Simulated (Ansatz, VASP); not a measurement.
Two plane-wave programs on HgTe

The input INCAR:

```
SYSTEM = HgTe
PREC     = Accurate       ! precision mode
ENCUT    = 520            ! plane-wave cutoff, eV
EDIFF    = 1E-6           ! SCF threshold, eV
ISMEAR   = 0              ! smearing method
SIGMA    = 0.1            ! smearing width, eV
LREAL    = .False.        ! projectors in reciprocal space
LASPH    = .True.         ! aspherical terms in the spheres
NELM     = 100            ! most SCF steps
ALGO     = Normal         ! electronic algorithm
ISIF     = 2              ! what is computed and relaxed
LWAVE    = .False.        ! write WAVECAR
LCHARG   = .True.         ! write CHGCAR
GGA      = PE             ! functional
IVDW     = 12             ! dispersion correction
LELF     = .True.         ! ELF
LVHAR    = .True.       
NBANDS   = 16             ! bands
```

Contents of KPOINTS:

```
regular mesh
0
Gamma
  12 12 12
  0 0 0
```

Contents of POSCAR:

```
HgTe
1.0
    0.0000000000      3.0790702488      3.0790702488
    3.0790702488      0.0000000000      3.0790702488
    3.0790702488      3.0790702488      0.0000000000
Hg Te
1 1
Direct
    0.0000000000      0.0000000000      0.0000000000
    0.5000000000      0.5000000000      0.5000000000
```

Input for Ansatz:

```yaml
crystal:
  lattice:
    - [0.0, 3.0790702488, 3.0790702488]
    - [3.0790702488, 0.0, 3.0790702488]
    - [3.0790702488, 3.0790702488, 0.0]
  atoms:
    - { symbol: Hg, position: [0.0, 0.0, 0.0] }
    - { symbol: Te, position: [0.5, 0.5, 0.5] }
basis:
  ecutwfc: 420
kpoints:
  mp_grid: { grid: [12, 12, 12] }
hamiltonian:
  xc: pbe
  dispersion: d3bj
scf:
  occupations: { method: gaussian, width: 0.1 }
output:
  forces: true
  stress: true
  eigenvalues: true
```

Alike in both runs: task single point; functional PBE; dispersion D3(BJ); k mesh 12 × 12 × 12; occupations gaussian, width 0.1 eV; no spin polarisation.

|  | VASP | Ansatz |
| --- | --- | --- |
| version | VASP 6.6.1 | Ansatz 0.2.0 |
| potentials or method | VASP PAW PBE potentials, release 64 (Hg, Te), cutoff 520 eV | scalar-relativistic, plane waves, PAW |
| valence electrons in the cell | 18 | 36 |

```csv
,VASP,Ansatz,Ansatz less VASP
gap on the k mesh at the Fermi level (eV),none,none,-
pressure (GPa),-2.7,-2.8,-0.10
```

A gap of «none» marks a metal or a gap that the smearing closes. VASP's potentials hold 18 valence electrons a cell and Ansatz's 36, so a difference there can come from the potentials and not from the codes.

Spin-orbit coupling is off throughout.
